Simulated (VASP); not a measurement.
Ta4O, 5 atoms in the cell. Symmetry: P4/mmm, No. 123, tetragonal system. The conventional cell has a = 3.203 Å, b = 3.203 Å, c = 7.378 Å, α = 90.00°, β = 90.00°, γ = 90.00°. Within 3.0 Å of Ta (site symmetry 4/mmm) lie 4 O at 2.27 Å. Ta (site symmetry 4mm) has 1 O at 2.08 Å within 2.7 Å. Ta (site symmetry 4/mmm) has 14 Ta at 2.78 to 3.69 Å within 3.7 Å. O (site symmetry 4/mmm) has 6 Ta at 2.08 to 2.27 Å within 2.7 Å. 

| Property | Result |
| --- | --- |
| Program | VASP 6.6.1 |
| Task | single point |
| Functional | PBEsol |
| Potentials or basis | VASP PAW PBE potentials, release 64 (Ta_pv, O) |
| Cutoff | 520 eV |
| k mesh | 6 × 6 × 4 |
| Occupations | gaussian, width 0.1 eV |
| Spin | no spin polarisation |
| Dipole correction | no |
| Further INCAR settings | ALGO = Normal; EDIFF = 1e-06; NBANDS = 33 |

Potentials or basis: VASP PAW PBE potentials, release 64 (Ta_pv, O).

The run is started by

```sh
$ cat potpaw_PBE.64/Ta_pv/POTCAR potpaw_PBE.64/O/POTCAR > POTCAR
$ mpirun -np 1 vasp_std > vasp.out
```

Hardware: 1 thread of Intel(R) Xeon(R) Platinum 8488C (Sapphire Rapids), with other jobs on the host.

Question: Estimate the wall time of this run.

Answer: Wall time 37 s on 1 thread of Intel(R) Xeon(R) Platinum 8488C (Sapphire Rapids) (shared host), peak memory 0.21 GiB. Counts: scf iterations 15, k points 30.
